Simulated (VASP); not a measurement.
Input of a VASP 6.6.1 run:

File INCAR:

```
SYSTEM = Ta8C9
PREC     = Accurate       ! precision mode
ENCUT    = 520            ! plane-wave cutoff, eV
EDIFF    = 1E-7           ! SCF threshold, eV
ISMEAR   = -1             ! smearing method
SIGMA    = 0.15           ! smearing width, eV
LREAL    = Auto         
LASPH    = .True.         ! aspherical terms in the spheres
NELM     = 60             ! most SCF steps
ALGO     = Normal         ! electronic algorithm
ISIF     = 2              ! what is computed and relaxed
LWAVE    = .False.        ! write WAVECAR
LCHARG   = .False.        ! write CHGCAR
GGA      = CA             ! functional
IBRION   = 2              ! ionic algorithm
NSW      = 45             ! ionic steps
EDIFFG   = -0.08          ! ionic threshold
```

Contents of KPOINTS:

```
regular mesh
0
Gamma
  2 2 2
  0 0 0
```

Contents of POSCAR:

```
Ta8C9
1.0
    0.0000000000      4.4900000000      4.4900000000
    4.4900000000      0.0000000000      4.4900000000
    4.4900000000      4.4900000000      0.0000000000
Ta C
8 9
Direct
    0.0000000000      0.0000000000      0.0000000000
    0.0000000000      0.0000000000      0.5000000000
    0.0000000000      0.5000000000      0.0000000000
    0.0000000000      0.5000000000      0.5000000000
    0.5000000000      0.0000000000      0.0000000000
    0.5000000000      0.0000000000      0.5000000000
    0.5000000000      0.5000000000      0.0000000000
    0.5000000000      0.5000000000      0.5000000000
    0.2500000000      0.2500000000      0.2500000000
    0.2500000000      0.2500000000      0.7500000000
    0.2500000000      0.7500000000      0.2500000000
    0.2500000000      0.7500000000      0.7500000000
    0.7500000000      0.2500000000      0.2500000000
    0.7500000000      0.2500000000      0.7500000000
    0.7500000000      0.7500000000      0.2500000000
    0.7500000000      0.7500000000      0.7500000000
    0.1203425000      0.1374485000      0.1105856000
```

Potentials or basis: VASP PAW LDA potentials, release 64 (Ta_pv, C).

Launch:

```sh
$ cat potpaw_LDA.64/Ta_pv/POTCAR potpaw_LDA.64/C/POTCAR > POTCAR
$ mpirun -np 1 vasp_std > vasp.out
```

Estimate the energy gained by relaxing.

150.8 meV/atom.

Estimate the band gap on the k mesh.

zero (bands 62 and 63 overlap by 0.81 eV).

Step by step:
```tsv
step	energy change (eV)	largest force (eV/Å)	pressure (GPa)
1	0.0000	5.5372	2.41
2	-0.6494	4.5357	2.31
3	-1.3026	0.8951	-0.32
4	-1.4033	0.6370	0.38
5	-1.4036	0.6376	0.43
6	-1.4795	0.9590	0.71
7	-1.6354	1.6698	2.14
8	-1.6385	2.0701	2.81
9	-1.6461	2.1176	2.87
10	-1.6672	2.2572	3.04
11	-1.6968	2.5214	3.45
12	-1.6594	3.0040	4.53
13	-1.7019	2.6300	3.64
14	-1.7435	2.5521	3.57
15	-1.8584	2.3178	3.37
16	-2.0389	1.8952	3.16
17	-2.1526	2.5527	3.49
18	-2.1604	1.8867	3.33
19	-2.2369	1.3861	3.01
20	-2.3750	0.8434	2.30
21	-2.2529	3.1273	2.01
22	-2.3938	1.1710	2.07
23	-2.4450	0.9856	2.14
24	-2.5041	0.6106	2.63
25	-2.5051	0.6393	2.55
26	-2.5262	0.4123	2.75
27	-2.5413	0.4576	3.19
28	-2.5513	0.2548	3.24
29	-2.5524	0.4316	3.28
30	-2.5601	0.1691	3.40
31	-2.5608	0.2005	3.45
32	-2.5635	0.0727	3.47
```

Caveat: the k points lie up to 0.61 Å⁻¹ apart, too coarse for converged energies and pressures of a metal; spin-orbit coupling is left out, which moves the levels of the heavy elements; the relaxation stopped at a loose force limit of 0.08 eV/Å, so its end isn't a converged minimum.
